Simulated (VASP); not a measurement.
# AlN (P6_3mc) in VASP: further runs

AlN is run at these levels: r2SCAN; tasks: relaxation of cell and atoms.

Program: VASP 6.6.1. These are calculated values, not measurements. Logs are shortened: lines on timing, memory, paths and dates and some standing lists are left out, and cuts for length are marked.

### Step 1. The cell of the first run

Symmetry: P6_3mc, No. 186, hexagonal system. Conventional cell: a = 3.107 Å, b = 3.107 Å, c = 4.979 Å, α = 90.00°, β = 90.00°, γ = 120.00°. Within 2.5 Å of Al (site symmetry 3m) lie 4 N at 1.89 to 1.90 Å. N (site symmetry 3m) has 4 Al at 1.89 to 1.90 Å within 2.5 Å.

### Step 2. Relaxation of cell and atoms, r2SCAN, target pressure 2 GPa, at which the enthalpy is minimised

POSCAR

```
AlN
1.0
    3.1066956632      0.0000000000      0.0000000000
   -1.5533478316      2.6904773662      0.0000000000
    0.0000000000      0.0000000000      4.9785179513
Al N
2 2
Direct
    0.3333333333      0.6666666667     -0.0008019551
    0.6666666667      0.3333333333      0.4991980449
    0.3333333333      0.6666666667      0.3808019551
    0.6666666667      0.3333333333      0.8808019551
```

INCAR.step1

```
SYSTEM = AlN
PREC = Accurate
ENCUT = 600
ISMEAR = 0
SIGMA = 0.01
LREAL = .FALSE.
LASPH = .TRUE.
NELM = 60
GGA = PE
ALGO = Normal
EDIFF = 1E-4
LWAVE = .TRUE.
LCHARG = .FALSE.
```

INCAR.step2

```
SYSTEM = AlN
PREC = Accurate
ENCUT = 600
EDIFF = 1E-7
ISMEAR = 0
SIGMA = 0.01
LREAL = .FALSE.
LASPH = .TRUE.
NELM = 60
ALGO = Normal
ISIF = 3
LWAVE = .FALSE.
LCHARG = .FALSE.
METAGGA = R2SCAN
LMIXTAU = .TRUE.
IBRION = 2
NSW = 100
EDIFFG = -0.002
PSTRESS = 20.0
ISTART = 1
```

KPOINTS

```
Automatic mesh
0
G
  8 8 4
  0 0 0
```

Potentials or basis: VASP PAW PBE potentials, release 64 (Al, N).

Started as:

```
$ cat potpaw_PBE.64/Al/POTCAR potpaw_PBE.64/N/POTCAR > POTCAR
$ cp INCAR.step1 INCAR
$ mpirun -np 1 vasp_std > vasp.out
$ cp INCAR.step2 INCAR
$ mpirun -np 1 vasp_std > vasp.out
```

OUTCAR:

```text
SYSTEM = AlN
   PREC = Accurate
   ENCUT = 600
   EDIFF = 1E-7
   ISMEAR = 0
   LREAL = .FALSE.
   LASPH = .TRUE.
   NELM = 60
   ISIF = 3
   METAGGA = R2SCAN
   IBRION = 2
   NSW = 100
   EDIFFG = -0.002
   PSTRESS = 20.0
   ISTART = 1

 ion  position               nearest neighbor table
   1  0.333  0.667  0.999-   4 1.89   4 1.89   4 1.89   3 1.90   2 3.07   2 3.07   2 3.07   2 3.07
                             2 3.07   2 3.07
   2  0.667  0.333  0.499-   3 1.89   3 1.89   3 1.89   4 1.90   1 3.07   1 3.07   1 3.07   1 3.07
                             1 3.07   1 3.07
   3  0.333  0.667  0.381-   2 1.89   2 1.89   2 1.89   1 1.90
   4  0.667  0.333  0.881-   1 1.89   1 1.89   1 1.89   2 1.90

  LATTYP: Found a hexagonal cell.
 ALAT       =     3.1066956632
 C/A-ratio  =     1.6025122803

  Lattice vectors:

 A1 = (   3.1066956632,   0.0000000000,   0.0000000000)
 A2 = (  -1.5533478316,   2.6904773662,   0.0000000000)
 A3 = (   0.0000000000,   0.0000000000,   4.9785179513)

Analysis of symmetry for initial positions (statically):
=====================================================================
 Subroutine PRICEL returns:
 Original cell was already a primitive cell.

 Routine SETGRP: Setting up the symmetry group for a
 hexagonal supercell.

 Subroutine GETGRP returns: Found 12 space group operations
 (whereof  6 operations were pure point group operations)
 out of a pool of 24 trial point group operations.

The static configuration has the point symmetry C_3v.
 The point group associated with its full space group is C_6v.

Analysis of symmetry for dynamics (positions and initial velocities):
=====================================================================
 Subroutine PRICEL returns:
 Original cell was already a primitive cell.

 Routine SETGRP: Setting up the symmetry group for a
 hexagonal supercell.

 Subroutine GETGRP returns: Found 12 space group operations
 (whereof  6 operations were pure point group operations)
 out of a pool of 24 trial point group operations.

The dynamic configuration has the point symmetry C_3v.
 The point group associated with its full space group is C_6v.

 Subroutine INISYM returns: Found 12 space group operations
 (whereof  6 operations are pure point group operations),
 and found     1 'primitive' translations

----------------------------------------------------------------------------------------

                                     Primitive cell

  volume of cell :      41.6129

  direct lattice vectors                    reciprocal lattice vectors
     3.106695663  0.000000000  0.000000000     0.321885408  0.185840627  0.000000000
[... 113 lines left out ...]
  Thomas-Fermi vector in A             =   2.326519
   LORBIT       =      0    0 simple, 1 ext, 2 COOP (PROOUT), +10 PAW based schemes
   METAGGA = R2SCAN    functional components
   LHFCALC =     F    Hartree Fock is set to
   AEXX    =    0.0000 exact exchange contribution
   IVDW    =     0    specifies the selected vdW correction
   LEPSILON=     F    determine dielectric tensor
   LRPA    =     F    only Hartree local field effects (RPA)
 conjugate gradient relaxation of ions
 non-spin polarized calculation
 Gauss-broadening in eV      SIGMA  =   0.01
  energy-cutoff  :      600.00
  volume of cell :       41.61
 maximum number of plane-waves:      1412
 NGX is ok and might be reduce to    28
   NGX = 13   NGY = 13   NGZ = 19

--------------------------------------- Ionic step        1  -------------------------------------------

 number of electron      15.9999999 magnetization

 Free energy of the ion-electron system (eV)
  ---------------------------------------------------
  ext. energy  EPLUGINS =         0.00000000
  ---------------------------------------------------
  free energy    TOTEN  =       -38.45576367 eV

  energy without entropy =      -38.45576367  energy(sigma->0) =      -38.45576367

------------------------ aborting loop because EDIFF is reached ----------------------------------------

  FORCE on cell =-STRESS in cart. coord.  units (eV):
  Direction    XX          YY          ZZ          XY          YZ          ZX
  --------------------------------------------------------------------------------------
  -------------------------------------------------------------------------------------
  Total       -0.0838667     -0.0838667     -0.0784035      0.0000000      0.0000000      0.0000000
  in kB       -3.2290280     -3.2290280     -3.0186858      0.0000000      0.0000000      0.0000000
  external PRESSURE =     -23.1589139 kB  Pullay stress =      20.0000000 kB
[... 267 lines left out ...]
--------------------------------------- Ionic step        8  -------------------------------------------

 number of electron      15.9999999 magnetization

 Free energy of the ion-electron system (eV)
  ---------------------------------------------------
  ext. energy  EPLUGINS =         0.00000000
  ---------------------------------------------------
  free energy    TOTEN  =       -38.45332347 eV

  energy without entropy =      -38.45332347  energy(sigma->0) =      -38.45332347

 E-fermi :   6.1358     XC(G=0): -11.4659

 val. band max:        6.0276348504   @ k =   0.0000   0.0000   0.0000
 cond. band min:      11.0430842523   @ k =   0.0000   0.0000   0.0000
 fundamental gap:      5.0154494019
 Fermi energy:         6.1357792868

 k-point     1 :       0.0000    0.0000    0.0000
  band No.  band energies     occupation
      1     -10.0254      2.00000
      2      -7.8672      2.00000
      3      -0.0944      2.00000
      4       5.1275      2.00000
      5       5.1275      2.00000
      6       5.7925      2.00000
      7       5.7925      2.00000
      8       6.0276      2.00000
      9      11.0431      0.00000
     10      13.6548      0.00000
     11      17.7356      0.00000
     12      18.1402      0.00000
[... 331 lines left out ...]
 k-point    24 :       0.3750    0.0000    0.5000
  band No.  band energies     occupation
      1      -7.9394      2.00000
      2      -7.9394      2.00000
      3       0.8280      2.00000
      4       0.8280      2.00000
      5       4.4943      2.00000
      6       4.4943      2.00000
      7       4.6325      2.00000
      8       4.6325      2.00000
      9      12.4345      0.00000
     10      12.4345      0.00000
     11      16.4835      0.00000
     12      16.4835      0.00000

 [... further k-points ...]

------------------------ aborting loop because EDIFF is reached ----------------------------------------

  FORCE on cell =-STRESS in cart. coord.  units (eV):
  Direction    XX          YY          ZZ          XY          YZ          ZX
  --------------------------------------------------------------------------------------
  -------------------------------------------------------------------------------------
  Total        0.5158109      0.5158109      0.5133979      0.0000000      0.0000000      0.0000000
  in kB       20.0755046     20.0755046     19.9815892      0.0000000      0.0000000      0.0000000
  external PRESSURE =       0.0441995 kB  Pullay stress =      20.0000000 kB
[... 23 lines left out ...]
  energy  without entropy=      -38.4533234733  energy(sigma->0) =      -38.45332347

  enthalpy is  TOTEN    =       -37.9394525113 eV   P V=        0.5138709620

 reached required accuracy - stopping structural energy minimisation
```

It took 9.6 min on 1 thread of Intel Xeon 8259CL, shared host; peak memory 0.19 GiB.

Results:

```yaml
Free_energy: -38.4533 eV
Relaxed_volume: 10.29 Å³/atom
Relaxed_cell: a = 3.096 Å, b = 3.096 Å, c = 4.958 Å, α = 90.00°, β = 90.00°, γ = 120.00°
Space_group_after_relaxing_to_0.1_Å: P6_3mc (No. 186)
Energy_change_on_relaxing_the_run_minimises_the_enthalpy: +0.6 meV/atom
Ionic_steps: 8
Pressure_after_relaxing: 2.0 GPa
Band_gap_on_the_k_mesh: 5.02 eV
```

Step by step:
| step | energy change (eV) | largest force (eV/Å) | pressure (GPa) | volume (Å³) |
| --- | --- | --- | --- | --- |
| 1 | 0.0000 | 0.0025 | -0.32 | 41.61 |
| 2 | 0.0118 | 0.0074 | 4.50 | 40.71 |
| 3 | 0.0022 | 0.0048 | 1.93 | 41.18 |
| 4 | 0.0024 | 0.0048 | 2.00 | 41.17 |
| 5 | 0.0025 | 0.0049 | 2.05 | 41.16 |
| 6 | 0.0023 | 0.0052 | 1.95 | 41.18 |
| 7 | 0.0023 | 0.0052 | 1.95 | 41.18 |
| 8 | 0.0024 | 0.0002 | 2.00 | 41.17 |

Final structure:
```
Al N
1.0
     3.09625    0.00000    0.00000
    -1.54812    2.68143    0.00000
     0.00000    0.00000    4.95830
Al N
2 2
Direct
  0.33333 0.66667 0.99908
  0.66667 0.33333 0.49908
  0.33333 0.66667 0.38092
  0.66667 0.33333 0.88092
```

Levels at points of the mesh, in eV from the valence-band top:
| k point | band 6 | band 7 | band 8 | band 9 | band 10 | band 11 |
| --- | --- | --- | --- | --- | --- | --- |
| (0.00, 0.00, 0.00) | -0.24 | -0.24 | 0.00 | 5.02 | 7.63 | 11.71 |
| (0.50, 0.00, 0.00) | -2.16 | -1.79 | -0.72 | 6.48 | 6.60 | 9.14 |
| (0.00, 0.00, 0.50) | -0.58 | -0.58 | -0.58 | 7.35 | 7.35 | 11.41 |
| (0.50, 0.00, 0.50) | -1.52 | -1.40 | -1.40 | 6.04 | 6.04 | 10.21 |

Caveat: the cell is relaxed towards a set pressure, so the run minimises the enthalpy, not the energy; the PAW data sets were made with another functional, which shifts forces and pressure a little.

### Step 3. Relaxation of cell and atoms, r2SCAN, target pressure 4 GPa, at which the enthalpy is minimised

POSCAR is that of step 2.

INCAR.step1

```
SYSTEM = AlN
  ALGO = Normal
  EDIFF = 1E-4
  ENCUT = 600
  GGA = PE
  ISMEAR = 0
  LASPH = .True.
  LCHARG = .False.
  LREAL = .False.
  LWAVE = .True.
  NELM = 80
  PREC = Accurate
  SIGMA = 0.01
```

INCAR.step2

```
SYSTEM = AlN
  ALGO = Normal
  EDIFF = 1E-6
  EDIFFG = -0.002
  ENCUT = 600
  IBRION = 2
  ISIF = 3
  ISMEAR = 0
  ISTART = 1
  LASPH = .True.
  LCHARG = .False.
  LMIXTAU = .True.
  LREAL = .False.
  LWAVE = .False.
  METAGGA = R2SCAN
  NELM = 80
  NSW = 100
  PREC = Accurate
  PSTRESS = 40.0
  SIGMA = 0.01
```

KPOINTS

```
k-points
0
Gamma
  8 8 4
  0 0 0
```

Potentials or basis: VASP PAW PBE potentials, release 64 (Al, N).

Started as:

```
$ cat potpaw_PBE.64/Al/POTCAR potpaw_PBE.64/N/POTCAR > POTCAR
$ cp INCAR.step1 INCAR
$ mpirun -np 1 vasp_std > vasp.out
$ cp INCAR.step2 INCAR
$ mpirun -np 1 vasp_std > vasp.out
```

OUTCAR:

```text
SYSTEM = AlN
   EDIFF = 1E-6
   EDIFFG = -0.002
   ENCUT = 600
   IBRION = 2
   ISIF = 3
   ISMEAR = 0
   ISTART = 1
   LASPH = .True.
   LREAL = .False.
   METAGGA = R2SCAN
   NELM = 80
   NSW = 100
   PREC = Accurate
   PSTRESS = 40.0

 ion  position               nearest neighbor table
   1  0.333  0.667  0.999-   4 1.89   4 1.89   4 1.89   3 1.90   2 3.07   2 3.07   2 3.07   2 3.07
                             2 3.07   2 3.07
   2  0.667  0.333  0.499-   3 1.89   3 1.89   3 1.89   4 1.90   1 3.07   1 3.07   1 3.07   1 3.07
                             1 3.07   1 3.07
   3  0.333  0.667  0.381-   2 1.89   2 1.89   2 1.89   1 1.90
   4  0.667  0.333  0.881-   1 1.89   1 1.89   1 1.89   2 1.90

  LATTYP: Found a hexagonal cell.
 ALAT       =     3.1066956632
 C/A-ratio  =     1.6025122803

  Lattice vectors:

 A1 = (   3.1066956632,   0.0000000000,   0.0000000000)
 A2 = (  -1.5533478316,   2.6904773662,   0.0000000000)
 A3 = (   0.0000000000,   0.0000000000,   4.9785179513)

Analysis of symmetry for initial positions (statically):
=====================================================================
 Subroutine PRICEL returns:
 Original cell was already a primitive cell.

 Routine SETGRP: Setting up the symmetry group for a
 hexagonal supercell.

 Subroutine GETGRP returns: Found 12 space group operations
[... 451 lines left out ...]
--------------------------------------- Ionic step        8  -------------------------------------------

 number of electron      16.0000000 magnetization

 Free energy of the ion-electron system (eV)
  ---------------------------------------------------
  ext. energy  EPLUGINS =         0.00000000
  ---------------------------------------------------
  free energy    TOTEN  =       -38.44634047 eV

  energy without entropy =      -38.44634047  energy(sigma->0) =      -38.44634047

 E-fermi :   6.2340     XC(G=0): -11.5069

 val. band max:        6.1193036631   @ k =   0.0000   0.0000   0.0000
 cond. band min:      11.2143980542   @ k =   0.0000   0.0000   0.0000
 fundamental gap:      5.0950943911
 Fermi energy:         6.2339524707

 k-point     1 :       0.0000    0.0000    0.0000
  band No.  band energies     occupation
      1      -9.9940      2.00000
      2      -7.8050      2.00000
      3      -0.0468      2.00000
      4       5.2060      2.00000
      5       5.2060      2.00000
      6       5.8748      2.00000
      7       5.8748      2.00000
      8       6.1193      2.00000
      9      11.2144      0.00000
     10      13.8189      0.00000
     11      17.9058      0.00000
     12      18.2880      0.00000
[... 331 lines left out ...]
 k-point    24 :       0.3750    0.0000    0.5000
  band No.  band energies     occupation
      1      -7.8819      2.00000
      2      -7.8819      2.00000
      3       0.8839      2.00000
      4       0.8839      2.00000
      5       4.5747      2.00000
      6       4.5747      2.00000
      7       4.7092      2.00000
      8       4.7092      2.00000
      9      12.5596      0.00000
     10      12.5596      0.00000
     11      16.6322      0.00000
     12      16.6322      0.00000

 [... further k-points ...]

------------------------ aborting loop because EDIFF is reached ----------------------------------------

  FORCE on cell =-STRESS in cart. coord.  units (eV):
  Direction    XX          YY          ZZ          XY          YZ          ZX
  --------------------------------------------------------------------------------------
  -------------------------------------------------------------------------------------
  Total        1.0208739      1.0208739      1.0183043      0.0000000      0.0000000      0.0000000
  in kB       40.0904436     40.0904436     39.9895335      0.0000000      0.0000000      0.0000000
  external PRESSURE =       0.0568069 kB  Pullay stress =      40.0000000 kB
[... 23 lines left out ...]
  energy  without entropy=      -38.4463404700  energy(sigma->0) =      -38.44634047

  enthalpy is  TOTEN    =       -37.4277696469 eV   P V=        1.0185708230

 reached required accuracy - stopping structural energy minimisation
```

OUTCAR.step1:

```text
SYSTEM = AlN
   EDIFF = 1E-4
   ENCUT = 600
   GGA = PE
   ISMEAR = 0
   LASPH = .True.
   LREAL = .False.
   NELM = 80
[... 592 lines left out ...]
      1.55335      0.89683      2.48527         0.000000     -0.000000     -0.008487
     -0.00000      1.79365      1.89583         0.000000      0.000000      0.008487
      1.55335      0.89683      4.38509        -0.000000     -0.000000      0.008487
 -----------------------------------------------------------------------------------
    total drift:                               -0.000000      0.000000     -0.000459

  FREE ENERGIE OF THE ION-ELECTRON SYSTEM (eV)
  ---------------------------------------------------
  free  energy   TOTEN  =       -29.7708174044 eV

  energy  without entropy=      -29.7708174044  energy(sigma->0) =      -29.77081740
```

OSZICAR.step1:

```text
N       E                     dE             d eps       ncg     rms          rms(c)
DAV:   1     0.609383723321E+02    0.60938E+02   -0.81719E+03   720   0.134E+03
DAV:   2    -0.297116025183E+02   -0.90650E+02   -0.82303E+02  1036   0.248E+02
DAV:   3    -0.344923562106E+02   -0.47808E+01   -0.47601E+01   916   0.627E+01
DAV:   4    -0.345337865950E+02   -0.41430E-01   -0.41418E-01   848   0.659E+00
DAV:   5    -0.345343766297E+02   -0.59003E-03   -0.59001E-03   900   0.782E-01    0.122E+01
DAV:   6    -0.297667320174E+02    0.47676E+01   -0.16957E+01   876   0.332E+01    0.421E+00
DAV:   7    -0.297823460030E+02   -0.15614E-01   -0.66160E-01   804   0.688E+00    0.289E+00
DAV:   8    -0.297749374450E+02    0.74086E-02   -0.75619E-02   812   0.309E+00    0.479E-01
DAV:   9    -0.297703656433E+02    0.45718E-02   -0.18643E-02   924   0.103E+00    0.241E-01
DAV:  10    -0.297709113773E+02   -0.54573E-03   -0.25107E-03   832   0.402E-01    0.136E-01
DAV:  11    -0.297708174044E+02    0.93973E-04   -0.29920E-04   680   0.142E-01
   1 F= -.29770817E+02 E0= -.29770817E+02  d E =-.720979E-72
```

It took 7.6 min on 1 thread of Intel Xeon 8259CL, shared host; peak memory 0.19 GiB.

What came out:

- Free energy: -38.4463 eV
- Relaxed volume: 10.20 Å³/atom
- Relaxed cell: a = 3.088 Å, b = 3.088 Å, c = 4.941 Å, α = 90.00°, β = 90.00°, γ = 120.00°
- Space group after relaxing (to 0.1 Å): P6_3mc (No. 186)
- Energy change on relaxing (the run minimises the enthalpy): +2.4 meV/atom
- Ionic steps: 8
- Pressure after relaxing: 4.0 GPa
- Band gap on the k mesh: 5.10 eV

The path:
```tsv
step	energy change (eV)	largest force (eV/Å)	pressure (GPa)	volume (Å³)
1	0.0000	0.0025	-0.31	41.61
2	0.0441	0.0152	9.02	39.95
3	0.0089	0.0085	3.90	40.82
4	0.0094	0.0087	4.00	40.80
5	0.0098	0.0088	4.09	40.79
6	0.0090	0.0096	3.91	40.82
7	0.0090	0.0094	3.91	40.82
8	0.0094	0.0002	4.01	40.80
```

Final structure:
```yaml
crystal:
  lattice:
    - [3.08765, 0.00000, 0.00000]
    - [-1.54382, 2.67398, 0.00000]
    - [0.00000, 0.00000, 4.94147]
  atoms:
    - { symbol: Al, position: [0.33333, 0.66667, 0.99899] }
    - { symbol: Al, position: [0.66667, 0.33333, 0.49899] }
    - { symbol: N, position: [0.33333, 0.66667, 0.38101] }
    - { symbol: N, position: [0.66667, 0.33333, 0.88101] }
```

Caveat: the cell is relaxed towards a set pressure, so the run minimises the enthalpy, not the energy; the PAW data sets were made with another functional, which shifts forces and pressure a little.

(Part 1 of 2 ends here.)
